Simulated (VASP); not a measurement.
Here is a VASP 6.6.1 calculation.

File INCAR:

```
SYSTEM = B
PREC = Accurate
ENCUT = 520
EDIFF = 1E-7
ISMEAR = 0
SIGMA = 0.05
LREAL = .FALSE.
LASPH = .TRUE.
NELM = 100
ALGO = Normal
ISIF = 2
LWAVE = .FALSE.
LCHARG = .FALSE.
NBANDS = 30
```

Contents of KPOINTS:

```
regular mesh
0
G
  8 8 8
  0 0 0
```

The input POSCAR:

```
B
1.0
    2.4201756986      1.3972890911      4.1317033163
   -2.4201756986      1.3972890911      4.1317033163
    0.0000000000     -2.7945781822      4.1317033163
B
12
Direct
    0.0104935869      0.6542709656      0.0104935869
    0.0104935869      0.0104935869      0.6542709656
    0.6542709656      0.0104935869      0.0104935869
    0.9895064131      0.3457290344      0.9895064131
    0.9895064131      0.9895064131      0.3457290344
    0.3457290344      0.9895064131      0.9895064131
    0.2215110805      0.6300048947      0.2215110805
    0.2215110805      0.2215110805      0.6300048947
    0.6300048947      0.2215110805      0.2215110805
    0.7784889195      0.3699951053      0.7784889195
    0.7784889195      0.7784889195      0.3699951053
    0.3699951053      0.7784889195      0.7784889195
```

Potentials or basis: VASP PAW LDA potentials, release 64 (B).

Run with:

```console
$ cat potpaw_LDA.64/B/POTCAR > POTCAR
$ mpirun -np 1 vasp_std > vasp.out
```

Estimate the largest force.

0.015 eV/Å.

What does it give for the band gap on the k mesh?

1.37 eV, indirect (least direct gap 1.71 eV).

What does it give for the pressure?

0.4 GPa.

Stress tensor (GPa, compression positive):
```
0.41 0.00 0.00
0.00 0.41 0.00
0.00 0.00 0.24
```

A k mesh can miss the band edges. As with any semilocal functional, this LDA gap is likely too small.
